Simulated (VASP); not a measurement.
A run of VASP 6.6.1 is set up as follows.

Contents of POSCAR:

```
V
1.0
    2.4248810340      0.0000000000      0.0000000000
    0.0000000000      2.4248810340      0.0000000000
    0.0000000000      0.0000000000      2.4248810340
V
1
Direct
    0.0000000000      0.0000000000      0.0000000000
```

INCAR.step1

```
SYSTEM = V
ALGO = Normal ; EDIFF = 1E-4
ENCUT = 520 ; GGA = PE
ISMEAR = -1 ; ISPIN = 2
LASPH = .True. ; LCHARG = .False.
LMAXMIX = 4 ; LREAL = .False.
LWAVE = .True. ; MAGMOM = 1
NBANDS = 16 ; NELM = 150
PREC = Accurate ; SIGMA = 0.05
```

File INCAR.step2:

```
SYSTEM = V
ALGO = Normal ; EDIFF = 1E-6
ENCUT = 520 ; ISIF = 2
ISMEAR = -1 ; ISPIN = 2
ISTART = 1 ; LASPH = .True.
LCHARG = .False. ; LMAXMIX = 4
LMIXTAU = .True. ; LORBIT = 11
LREAL = .False. ; LWAVE = .False.
MAGMOM = 1 ; METAGGA = R2SCAN
NBANDS = 16 ; NELM = 150
PREC = Accurate ; SIGMA = 0.05
```

File KPOINTS:

```
k-points
0
Gamma
  15 15 15
  0 0 0
```

Potentials or basis: VASP PAW PBE potentials, release 64 (V_sv).

Command:

```bash
$ cat potpaw_PBE.64/V_sv/POTCAR > POTCAR
$ cp INCAR.step1 INCAR
$ mpirun -np 1 vasp_std > vasp.out
$ cp INCAR.step2 INCAR
$ mpirun -np 1 vasp_std > vasp.out
```

(1) Predict the pressure.

(2) Estimate the net moment.

Answers

(1) 2.8 GPa.

(2) 0.00 μB per cell.

Caveat: the PAW data sets were made with another functional, which shifts forces and pressure a little.
